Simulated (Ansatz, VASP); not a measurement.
## One calculation of SnSe2, two programs

INCAR

```
SYSTEM = SnSe2
  ALGO = Normal
  EDIFF = 1E-6
  ENCUT = 520
  GGA = PE
  ISIF = 2
  ISMEAR = 0
  LASPH = .True.
  LCHARG = .True.
  LELF = .True.
  LREAL = .False.
  LVHAR = .True.
  LWAVE = .False.
  NBANDS = 20
  NELM = 80
  PREC = Accurate
  SIGMA = 0.05
```

The input KPOINTS:

```
k-points
0
Gamma
  12 12 6
  0 0 0
```

File POSCAR:

```
SnSe2
1.0
    3.5862871595      0.0000000000      0.0000000000
   -1.7931435797      3.1058157854      0.0000000000
    0.0000000000      0.0000000000      6.9301657311
Sn Se
1 2
Direct
    0.0000000000      0.0000000000      0.0000000000
    0.3333333333      0.6666666667      0.2500000000
    0.6666666667      0.3333333333      0.7500000000
```

Input for Ansatz:

```yaml
crystal:
  lattice:
    - [3.5862871595, 0.0, 0.0]
    - [-1.7931435797, 3.1058157854, 0.0]
    - [0.0, 0.0, 6.9301657311]
  atoms:
    - { symbol: Sn, position: [0.0, 0.0, 0.0] }
    - { symbol: Se, position: [0.3333333333, 0.6666666667, 0.25] }
    - { symbol: Se, position: [0.6666666667, 0.3333333333, 0.75] }
basis:
  ecutwfc: 420
kpoints:
  mp_grid: { grid: [12, 12, 6] }
hamiltonian:
  xc: pbe
scf:
  occupations: { method: gaussian, width: 0.05 }
output:
  forces: true
  stress: true
  eigenvalues: true
```

Alike in both runs: task single point; functional PBE; k mesh 12 × 12 × 6; occupations gaussian, width 0.05 eV; no spin polarisation.

|  | VASP | Ansatz |
| --- | --- | --- |
| version | VASP 6.6.1 | Ansatz 0.2.0 |
| potentials or method | VASP PAW PBE potentials, release 64 (Sn_d, Se), cutoff 520 eV | scalar-relativistic, plane waves, PAW |
| valence electrons in the cell | 26 | 46 |

Ansatz gave:

- gap on the k mesh at the Fermi level (eV): none
- pressure (GPa): 5.7
- traceless stress, the component that is largest in VASP (GPa): -8.70
- rms of the force components (eV/Å): 0.224

Problem. What did VASP give for the same quantities?

Solution. gap on the k mesh at the Fermi level (eV): none; pressure (GPa): 5.8; traceless stress, the component that is largest in VASP (GPa): -8.66; rms of the force components (eV/Å): 0.215.

Atom by atom the forces differ by 0.008 eV/Å (rms over components). A gap of «none» marks a metal or a gap that the smearing closes. VASP's potentials hold 26 valence electrons a cell and Ansatz's 46, so a difference there can come from the potentials and not from the codes.
